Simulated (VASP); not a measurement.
Here is a VASP 6.6.1 calculation.

File INCAR:

```
SYSTEM = MgO
ALGO = Normal
EDIFF = 1E-7
EDIFFG = -0.01
ENCUT = 600
GGA = PS
GGA_COMPAT = .False.
IBRION = 2
ISIF = 3
ISMEAR = 0
LASPH = .True.
LCHARG = .False.
LREAL = .False.
LWAVE = .False.
NELM = 120
NELMIN = 4
NSW = 80
PREC = Accurate
SIGMA = 0.01
```

Contents of KPOINTS:

```
k-points
0
Gamma
  10 10 10
  0 0 0
```

POSCAR

```
MgO
1.0
    0.0000000000      2.1085000000      2.1085000000
    2.1085000000      0.0000000000      2.1085000000
    2.1085000000      2.1085000000      0.0000000000
Mg O
1 1
Direct
    0.0000000000      0.0000000000      0.0000000000
    0.5000000000      0.5000000000      0.5000000000
```

Potentials or basis: VASP PAW PBE potentials, release 64 (Mg, O).

Run with:

```bash
$ cat potpaw_PBE.64/Mg/POTCAR potpaw_PBE.64/O/POTCAR > POTCAR
$ mpirun -np 1 vasp_std > vasp.out
```

Predict the band gap on the k mesh.

4.67 eV.

Predict the relaxed cell.

a = 2.975 Å, b = 2.975 Å, c = 2.975 Å, α = 60.00°, β = 60.00°, γ = 60.00°.

Predict the space group after relaxing (to 0.1 Å).

Fm-3m (No. 225).

Predict the relaxed volume.

9.31 Å³/atom.

The path:
```tsv
step	energy change (eV)	largest force (eV/Å)	pressure (GPa)	volume (Å³)
1	0.0000	0.0000	-1.04	18.75
2	-0.0004	0.0000	0.36	18.58
3	-0.0004	0.0000	0.00	18.63
```

Caveat: the PAW data sets were made with another functional, which shifts forces and pressure a little. Expect the measured gap to be larger: semilocal functionals such as PBEsol lack the derivative discontinuity.
